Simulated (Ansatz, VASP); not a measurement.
One calculation of ScAl3, two programs

Contents of INCAR:

```
ALGO = Normal ; EDIFF = 1E-6
ENCUT = 520 ; GGA = PE
ISIF = 2 ; ISMEAR = 0
LASPH = True ; LCHARG = False
LREAL = False ; LWAVE = False
NBANDS = 18 ; NELM = 60
PREC = Accurate ; SIGMA = 0.1
```

The input KPOINTS:

```
k-points
0
Gamma
  10 10 10
```

POSCAR

```
ScAl3
1.0
    4.0730904663      0.0000000000      0.0000000000
    0.0000000000      4.0730904663      0.0000000000
    0.0000000000      0.0000000000      4.0730904663
Sc Al
1 3
Direct
    0.0000000000      0.0000000000      0.0000000000
    0.5000000000      0.0000000000      0.5000000000
    0.0000000000      0.5000000000      0.5000000000
    0.5000000000      0.5000000000      0.0000000000
```

Input for Ansatz:

```yaml
crystal:
  lattice:
    - [4.0730904663, 0.0, 0.0]
    - [0.0, 4.0730904663, 0.0]
    - [0.0, 0.0, 4.0730904663]
  atoms:
    - { symbol: Sc, position: [0.0, 0.0, 0.0] }
    - { symbol: Al, position: [0.5, 0.0, 0.5] }
    - { symbol: Al, position: [0.0, 0.5, 0.5] }
    - { symbol: Al, position: [0.5, 0.5, 0.0] }
basis:
  ecutwfc: 420
kpoints:
  mp_grid: { grid: [10, 10, 10] }
hamiltonian:
  xc: pbe
scf:
  occupations: { method: gaussian, width: 0.1 }
output:
  forces: true
  stress: true
  eigenvalues: true
```

Alike in both runs: task single point; functional PBE; k mesh 10 × 10 × 10; occupations gaussian, width 0.1 eV; no spin polarisation.

|  | VASP | Ansatz |
| --- | --- | --- |
| version | VASP 6.6.1 | Ansatz 0.2.0 |
| potentials or method | VASP PAW PBE potentials, release 64 (Sc_sv, Al), cutoff 520 eV | scalar-relativistic, plane waves, PAW |
| valence electrons in the cell | 20 | 20 |

|  | VASP | Ansatz | Ansatz less VASP |
| --- | --- | --- | --- |
| gap on the k mesh at the Fermi level (eV) | none | none | - |
| pressure (GPa) | 2.2 | 2.1 | -0.02 |

A gap of «none» marks a metal or a gap that the smearing closes.
